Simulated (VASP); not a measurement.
A run of VASP 6.6.1 is set up as follows.

INCAR

```
SYSTEM = MgS
PREC = Accurate
ENCUT = 520
EDIFF = 1E-8
ISMEAR = -1
SIGMA = 0.03
LREAL = .False.
LASPH = .True.
NELM = 80
ALGO = Normal
ISIF = 2
LWAVE = .False.
LCHARG = .False.
GGA = PS
LEFG = .True.
NBANDS = 11
```

Contents of KPOINTS:

```
regular mesh
0
Gamma
  10 10 10
  0 0 0
```

POSCAR

```
MgS
1.0
    0.0000000000      2.6102934190      2.6102934190
    2.6102934190      0.0000000000      2.6102934190
    2.6102934190      2.6102934190      0.0000000000
Mg S
1 1
Direct
    0.0000000000      0.0000000000      0.0000000000
    0.5000000000      0.5000000000      0.5000000000
```

Potentials or basis: VASP PAW PBE potentials, release 64 (Mg, S).

The run is started by

```sh
$ cat potpaw_PBE.64/Mg/POTCAR potpaw_PBE.64/S/POTCAR > POTCAR
$ mpirun -np 1 vasp_std > vasp.out
```

Problem. Predict the band gap on the k mesh.

Solution. 2.68 eV, indirect (least direct gap 3.52 eV).

Problem. Estimate the pressure.

Solution. -1.9 GPa.

Caveat: without QUAD_EFG the Cq values of the log hold for a quadrupole moment of 1 mb, not for the nuclei; the PAW data sets were made with another functional, which shifts forces and pressure a little. A k mesh can miss the band edges.
